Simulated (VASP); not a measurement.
Ir, 2 atoms in the cell. It takes space group P6_3/mmc (No. 194, hexagonal). The conventional cell has a = 2.749 Å, b = 2.749 Å, c = 4.450 Å, α = 90.00°, β = 90.00°, γ = 120.00°. Ir (site symmetry -6m2) has 12 Ir at 2.73 to 2.75 Å within 3.6 Å. This isn't the form of Ir at room conditions, which is fcc.

```yaml
Program: VASP 6.6.1
Task: single point
Functional: PBE
Potentials_or_basis: VASP PAW PBE potentials, release 64 (Ir)
Cutoff: 520 eV
k_mesh: 17 × 17 × 9
Occupations: fermi-dirac, width 0.05 eV
Spin: no spin polarisation
Dipole_correction: no
Further_INCAR_settings: ALGO = Normal; EDIFF = 1e-06; NBANDS = 16
```

Potentials or basis: VASP PAW PBE potentials, release 64 (Ir).

The run is started by

```sh
$ cat potpaw_PBE.64/Ir/POTCAR > POTCAR
$ mpirun -np 1 vasp_std > vasp.out
```

Hardware: 1 thread of Intel Xeon 8259CL, on a shared host.

Task: How long does it take, and how much memory?

Result: Run time: 100 s on 1 thread of Intel Xeon 8259CL (shared host), peak memory 0.19 GiB. Counts: scf iterations 12, k points 165.
